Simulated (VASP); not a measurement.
# Ta2O5 (P2/m) in VASP: single point with LDA

Aim: the single point of Ta2O5 with LDA.

Program: VASP 6.6.1. These are calculated values, not measurements. Logs are shortened: lines on timing, memory, paths and dates and some standing lists are left out, and cuts for length are marked.

### 1 The cell of the first run

The structure is monoclinic, space group P2/m (No. 10). Conventional cell: a = 3.810 Å, b = 3.837 Å, c = 6.732 Å, α = 90.00°, β = 106.32°, γ = 90.00°. Within 2.5 Å of Ta (site symmetry m) lie 6 O at 1.89 to 2.18 Å. Within 2.5 Å of O (site symmetry m) lie 2 Ta at 1.92 Å. O (site symmetry m) has 3 Ta at 1.97 to 2.18 Å and 2 O at 2.53 Å within 2.6 Å. Within 2.5 Å of O (site symmetry 2/m) lie 2 Ta at 1.89 Å.

### 2 Single point, LDA

The input, INCAR:

```
ALGO     = Normal         # electronic algorithm
EDIFF    = 1E-7           # SCF threshold, eV
ENCUT    = 520            # plane-wave cutoff, eV
ISIF     = 2              # what is computed and relaxed
ISMEAR   = 0              # smearing method
LASPH    = T              # aspherical terms in the spheres
LCHARG   = F              # write CHGCAR
LREAL    = F              # projectors in reciprocal space
LWAVE    = F              # write WAVECAR
NBANDS   = 35             # bands
NELM     = 100            # most SCF steps
PREC     = Accurate       # precision mode
SIGMA    = 0.02           # smearing width, eV
```

The input, KPOINTS:

```
k-points
0
Gamma
  8 8 4
```

The input, POSCAR:

```
Ta2O5
1.0
    3.8099595098      0.0000000000     -0.0256982176
    0.0000000000      3.8369883676      0.0000000000
   -1.8477283631      0.0000000000      6.4730060373
Ta O
2 5
Direct
    0.6465977665      0.0000000000      0.7923741702
    0.3534022335      0.0000000000      0.2076258298
    0.6520719539      0.5000000000      0.8005311476
    0.3479280461      0.5000000000      0.1994688524
    0.1859186764      0.0000000000      0.8707282884
    0.8140813236      0.0000000000      0.1292717116
    0.5000000000      0.0000000000      0.5000000000
```

Potentials or basis: VASP PAW LDA potentials, release 64 (Ta_pv, O).

Started as:

```bash
$ cat potpaw_LDA.64/Ta_pv/POTCAR potpaw_LDA.64/O/POTCAR > POTCAR
$ mpirun -np 1 vasp_std > vasp.out
```

OUTCAR:

```text
EDIFF = 1E-7
   ENCUT = 520
   ISIF = 2
   ISMEAR = 0
   LASPH = T
   LREAL = F
   NELM = 100
   PREC = Accurate

 ion  position               nearest neighbor table
   1  0.647  0.000  0.792-   7 1.89   3 1.92   3 1.92   5 1.97   5 1.97   6 2.18   2 3.29   2 3.29

   2  0.353  0.000  0.208-   7 1.89   4 1.92   4 1.92   6 1.97   6 1.97   5 2.18   1 3.29   1 3.29

   3  0.652  0.500  0.801-   1 1.92   1 1.92
   4  0.348  0.500  0.199-   2 1.92   2 1.92
   5  0.186  0.000  0.871-   1 1.97   1 1.97   2 2.18
   6  0.814  0.000  0.129-   2 1.97   2 1.97   1 2.18
   7  0.500  0.000  0.500-   1 1.89   2 1.89

  LATTYP: Found a simple monoclinic cell.
 ALAT       =     3.8100461762
 B/A-ratio  =     1.0070713556
 C/A-ratio  =     1.7667923762
 COS(beta)  =    -0.2809669206

  Lattice vectors:

 A1 = (   3.8099595098,   0.0000000000,  -0.0256982176)
 A2 = (   0.0000000000,   3.8369883676,   0.0000000000)
 A3 = (  -1.8477283631,   0.0000000000,   6.4730060373)

Analysis of symmetry for initial positions (statically):
=====================================================================
 Subroutine PRICEL returns:
 Original cell was already a primitive cell.

 Routine SETGRP: Setting up the symmetry group for a
 simple monoclinic supercell.

 Subroutine GETGRP returns: Found  4 space group operations
 (whereof  4 operations were pure point group operations)
 out of a pool of  4 trial point group operations.

The static configuration has the point symmetry C_2h.

Analysis of symmetry for dynamics (positions and initial velocities):
=====================================================================
 Subroutine PRICEL returns:
 Original cell was already a primitive cell.

 Routine SETGRP: Setting up the symmetry group for a
 simple monoclinic supercell.

 Subroutine GETGRP returns: Found  4 space group operations
 (whereof  4 operations were pure point group operations)
 out of a pool of  4 trial point group operations.

The dynamic configuration has the point symmetry C_2h.

 Subroutine INISYM returns: Found  4 space group operations
 (whereof  4 operations are pure point group operations),
 and found     1 'primitive' translations

----------------------------------------------------------------------------------------

                                     Primitive cell

  volume of cell :      94.4452

  direct lattice vectors                    reciprocal lattice vectors
     3.809959510  0.000000000 -0.025698218     0.262976308  0.000000000  0.075066944
     0.000000000  3.836988368  0.000000000     0.000000000  0.260621066  0.000000000
    -1.847728363  0.000000000  6.473006037     0.001044032  0.000000000  0.154785749

  length of vectors
     3.810046176  3.836988368  6.731560537     0.273480502  0.260621066  0.154789270

  position of ions in fractional coordinates (direct lattice)
     0.646597767  0.000000000  0.792374170
     0.353402233  0.000000000  0.207625830
     0.652071954  0.500000000  0.800531148
     0.347928046  0.500000000  0.199468852
     0.185918676  0.000000000  0.870728288
     0.814081324  0.000000000  0.129271712
     0.500000000  0.000000000  0.500000000

  ion indices of the primitive-cell ions
   primitive index   ion index
                 1           1
                 2           2
                 3           3
                 4           4
                 5           5
                 6           6
                 7           7

----------------------------------------------------------------------------------------

 KPOINTS: k-points

Automatic generation of k-mesh.
 Grid dimensions read from file:
 generate k-points for:    8    8    4

 Generating k-lattice:

  Cartesian coordinates                     Fractional coordinates (reciprocal lattice)
     0.032872039  0.000000000  0.009383368     0.125000000  0.000000000  0.000000000
     0.000000000  0.032577633  0.000000000     0.000000000  0.125000000  0.000000000
     0.000261008  0.000000000  0.038696437     0.000000000  0.000000000  0.250000000

  Length of vectors
     0.034185063  0.032577633  0.038697317

  Shift w.r.t. Gamma in fractional coordinates (k-lattice)
     0.000000000  0.000000000  0.000000000

 Subroutine IBZKPT returns following result:
 ===========================================

 Found     90 irreducible k-points:

 Following reciprocal coordinates:
            Coordinates               Weight
  0.000000  0.000000  0.000000      1.000000
  0.125000  0.000000  0.000000      2.000000
  0.250000  0.000000  0.000000      2.000000
  0.375000  0.000000 -0.000000      2.000000
  0.500000  0.000000  0.000000      1.000000
  0.000000  0.125000  0.000000      2.000000
[... 16 lines left out ...]
  0.250000  0.500000  0.000000      2.000000
  0.375000  0.500000 -0.000000      2.000000
 [... further k-points ...]
   k-points           NKPTS =     90   k-points in BZ     NKDIM =     90   number of bands    NBANDS=     35
   number of dos      NEDOS =    301   number of ions     NIONS =      7
   total plane-waves  NPLWV =  42000
   dimension x,y,z NGX =    28 NGY =   30 NGZ =   50
   dimension x,y,z NGXF=    56 NGYF=   60 NGZF=  100
   ions per type =               2   5
   NGX,Y,Z   is equivalent  to a cutoff of  12.22, 13.00, 12.35 a.u.
   NGXF,Y,Z  is equivalent  to a cutoff of  24.43, 26.00, 24.70 a.u.
 SYSTEM =  unknown system
   PREC   = accura    normal or accurate (medium, high low for compatibility)
   ISTART =      0    job   : 0-new  1-cont  2-samecut
   ICHARG =      2    charge: 1-file 2-atom 10-const
   ISPIN  =      1    spin polarized calculation?
   LNONCOLLINEAR =      F non collinear calculations
   LSORBIT =      F    spin-orbit coupling
   LASPH  =      T    aspherical Exc in radial PAW
   ENCUT  =  520.0 eV  38.22 Ry    6.18 a.u.   7.08  7.13 12.52*2*pi/ulx,y,z
   NELM   =    100;   NELMIN=  2; NELMDL= -5     # of ELM steps
   EDIFF  = 0.1E-06   stopping-criterion for ELM
   LREAL  =      F    real-space projection
   EDIFFG = 0.1E-05   stopping-criterion for IOM
   NSW    =      0    number of steps for IOM
   IBRION =     -1    ionic relax: 0-MD 1-quasi-New 2-CG
   NFREE  =      0    steps in history (QN), initial steepest desc. (CG)
   ISIF   =      2    stress and relaxation
   ISYM   =      2    0-nonsym 1-usesym 2-fastsym
   POTIM  = 0.5000    time-step for ionic-motion
   TEBEG  =    0.0;   TEEND  =   0.0 temperature during run
   PSTRESS=    0.0 pullay stress
   NELECT =      52.0000    total number of electrons
   NUPDOWN=      -1.0000    fix difference up-down
   EMIN   =  10.00;   EMAX   =-10.00  energy-range for DOS
   EFERMI =   0.00;   METHOD = LEGACY
   ISMEAR =     0;   SIGMA  =   0.02  broadening in eV -4-tet -1-fermi 0-gaus
   EFERMI_NEDOS =   21; number of points for ismear=-14 and -15
   IALGO  =     38    algorithm
   IMIX   =      4    mixing-type and parameters
     AMIX     =   0.40;   BMIX     =  1.00
     AMIX_MAG =   1.60;   BMIX_MAG =  1.00
  volume/ion in A,a.u.               =      13.49        91.05
  Fermi-wavevector in a.u.,A,eV,Ry     =   1.341784  2.535604 24.495721  1.800385
  Thomas-Fermi vector in A             =   2.469990
   LORBIT       =      0    0 simple, 1 ext, 2 COOP (PROOUT), +10 PAW based schemes
   GGA     = CA    functional components
   LHFCALC =     F    Hartree Fock is set to
   AEXX    =    0.0000 exact exchange contribution
   IVDW    =     0    specifies the selected vdW correction
   LEPSILON=     F    determine dielectric tensor
   LRPA    =     F    only Hartree local field effects (RPA)
 non-spin polarized calculation
 Gauss-broadening in eV      SIGMA  =   0.02
  energy-cutoff  :      520.00
  volume of cell :       94.45
 maximum number of plane-waves:      2558
   NGX = 15   NGY = 15   NGZ = 25

 number of electron      52.0000023 magnetization

 Free energy of the ion-electron system (eV)
  ---------------------------------------------------
  ext. energy  EPLUGINS =         0.00000000
  ---------------------------------------------------
  free energy    TOTEN  =       -74.20482551 eV

  energy without entropy =      -74.20482551  energy(sigma->0) =      -74.20482551

 E-fermi :   1.1237     XC(G=0): -10.5926

 val. band max:        0.9428239172   @ k =   0.5000   0.5000   0.5000
 cond. band min:       3.0272254552   @ k =   0.0000   0.0000   0.5000
 fundamental gap:      2.0844015379
 Fermi energy:         1.1237432660

 k-point     1 :       0.0000    0.0000    0.0000
  band No.  band energies     occupation
      1     -33.4573      2.00000
      2     -33.2544      2.00000
      3     -33.1823      2.00000
      4     -33.1714      2.00000
      5     -33.0525      2.00000
      6     -33.0277      2.00000
[... 27 lines left out ...]
     34       8.4802      0.00000
     35       8.6160      0.00000

 k-point     2 :       0.1250    0.0000    0.0000
  band No.  band energies     occupation
      1     -33.4541      2.00000
      2     -33.2811      2.00000
      3     -33.1976      2.00000
      4     -33.1705      2.00000
      5     -33.0508      2.00000
      6     -33.0279      2.00000
[... 27 lines left out ...]
     34       8.4979      0.00000
     35       8.8621      0.00000

 k-point     3 :       0.2500    0.0000    0.0000
  band No.  band energies     occupation
      1     -33.4487      2.00000
      2     -33.3381      2.00000
      3     -33.2298      2.00000
      4     -33.1769      2.00000
      5     -33.0463      2.00000
      6     -33.0286      2.00000
[... 27 lines left out ...]
     34       8.3388      0.00000
     35       9.1822      0.00000
[... 723 lines left out ...]
 k-point    23 :       0.2500    0.5000    0.0000
  band No.  band energies     occupation
      1     -33.4422      2.00000
      2     -33.3320      2.00000
      3     -33.2241      2.00000
      4     -33.1817      2.00000
      5     -33.1716      2.00000
      6     -33.1615      2.00000
[... 27 lines left out ...]
     34       9.1057      0.00000
     35       9.5974      0.00000

 k-point    24 :       0.3750    0.5000   -0.0000
  band No.  band energies     occupation
      1     -33.4413      2.00000
      2     -33.3858      2.00000
      3     -33.2450      2.00000
      4     -33.1862      2.00000
      5     -33.1752      2.00000
      6     -33.1637      2.00000
[... 27 lines left out ...]
     34       9.4863      0.00000
     35       9.7626      0.00000

 [... further k-points ...]
[... 5 lines left out ...]
  --------------------------------------------------------------------------------------
  -------------------------------------------------------------------------------------
  Total        0.7508283      1.1407008      0.8136185      0.0000000      0.0000000     -0.0085119
  in kB       12.7371227     19.3509570     13.8023024      0.0000000      0.0000000     -0.1443971
  external PRESSURE =      15.2967940 kB  Pullay stress =       0.0000000 kB

 VOLUME and BASIS-vectors are now :
 -----------------------------------------------------------------------------
  energy-cutoff  :      520.00
  volume of cell :       94.45
      direct lattice vectors                 reciprocal lattice vectors
     3.809959510  0.000000000 -0.025698218     0.262976308  0.000000000  0.075066944
     0.000000000  3.836988368  0.000000000     0.000000000  0.260621066  0.000000000
    -1.847728363  0.000000000  6.473006037     0.001044032  0.000000000  0.154785749

 POSITION                                       TOTAL-FORCE (eV/Angst)
 -----------------------------------------------------------------------------------
      0.99942      0.00000      5.11243         0.001644      0.000000      0.053347
      0.96281      0.00000      1.33488        -0.001644      0.000000     -0.053347
      1.00520      1.91849      5.16509         0.000240      0.000000      0.006853
      0.95703      1.91849      1.28222        -0.000240     -0.000000     -0.006853
     -0.90053      0.00000      5.63145        -0.002048      0.000000      0.003348
      2.86276      0.00000      0.81586         0.002048      0.000000     -0.003348
      0.98112      0.00000      3.22365         0.000000      0.000000     -0.000000
 -----------------------------------------------------------------------------------
    total drift:                               -0.000000      0.000000     -0.000000

  FREE ENERGIE OF THE ION-ELECTRON SYSTEM (eV)
  ---------------------------------------------------
  free  energy   TOTEN  =       -74.2048255143 eV

  energy  without entropy=      -74.2048255143  energy(sigma->0) =      -74.20482551
```

Wall time 3.8 min (1 thread of Intel Xeon Platinum 8375C at 2.90GHz (Ice Lake), shared host); peak memory 0.33 GiB.

Results:

| Item | Value |
| --- | --- |
| Free energy | -74.2048 eV |
| Pressure | 1.5 GPa |
| Largest force | 0.053 eV/Å |
| Band gap on the k mesh | 2.08 eV, indirect (least direct gap 2.69 eV) |

Forces in eV/Å, atoms in the order of the input:
```
Ta   0.002  0.000  0.053
Ta  -0.002  0.000 -0.053
O    0.000  0.000  0.007
O    0.000  0.000 -0.007
O   -0.002  0.000  0.003
O    0.002  0.000 -0.003
O    0.000  0.000  0.000
```

Caveat: spin-orbit coupling is left out, which moves the levels of the heavy elements.
